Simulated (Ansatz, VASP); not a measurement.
# GaN: VASP beside Ansatz

Contents of INCAR:

```
SYSTEM = GaN
  ALGO = Normal
  EDIFF = 1E-6
  EDIFFG = -0.002
  ENCUT = 520
  GGA = CA
  IBRION = 2
  ISIF = 2
  ISMEAR = 0
  LASPH = .True.
  LCHARG = .False.
  LREAL = .False.
  LWAVE = .False.
  NELM = 60
  NSW = 60
  PREC = Accurate
  SIGMA = 0.02
```

Contents of KPOINTS:

```
k-points
0
Gamma
  12 12 6
  0 0 0
```

Contents of POSCAR:

```
GaN
1.0
    3.1832830186      0.0000000000      0.0000000000
   -1.5916415093      2.7568039615      0.0000000000
    0.0000000000      0.0000000000      5.1838435073
Ga N
2 2
Direct
    0.6666666667      0.3333333333      0.4991063492
    0.3333333333      0.6666666667      0.9991063492
    0.6666666667      0.3333333333      0.8758936508
    0.3333333333      0.6666666667      0.3758936508
```

Input for Ansatz:

```yaml
crystal:
  lattice:
    - [3.1832830186, 0.0, 0.0]
    - [-1.5916415093, 2.7568039615, 0.0]
    - [0.0, 0.0, 5.1838435073]
  atoms:
    - { symbol: Ga, position: [0.6666666667, 0.3333333333, 0.4991063492] }
    - { symbol: Ga, position: [0.3333333333, 0.6666666667, 0.9991063492] }
    - { symbol: "N", position: [0.6666666667, 0.3333333333, 0.8758936508] }
    - { symbol: "N", position: [0.3333333333, 0.6666666667, 0.3758936508] }
basis:
  ecutwfc: 420
kpoints:
  mp_grid: { grid: [12, 12, 6] }
hamiltonian:
  xc: lda
  pseudopotentials: { kind: paw, azcp: { folder: soft_1 } }
scf:
  occupations: { method: gaussian, width: 0.02 }
output:
  forces: true
  stress: true
  eigenvalues: true
relax:
  adjacent_minimum: "off"
  f_tol: 0.002
  max_steps: 40
```

Change from the starting cell: strained cell.

Alike in both runs: task relaxation of the atoms; functional LDA; k mesh 12 × 12 × 6; occupations gaussian, width 0.02 eV; no spin polarisation.

```csv
,VASP,Ansatz
version,VASP 6.6.1,Ansatz 0.2.0
potentials or method,"VASP PAW LDA potentials, release 64 (Ga_d, N), cutoff 520 eV","scalar-relativistic, plane waves, PAW"
valence electrons in the cell,36,36
```

```csv
,VASP,Ansatz,Ansatz less VASP
"gap on the k mesh at the Fermi level, each at its own relaxed structure (eV)",1.96,1.94,-0.012
```

Ansatz warns that its potentials were made for another functional, while VASP's fit it. LDA's correlation is that of Perdew and Zunger in VASP and of Perdew and Wang (1992) in Ansatz. Ansatz's warnings: stress scf threshold loose.
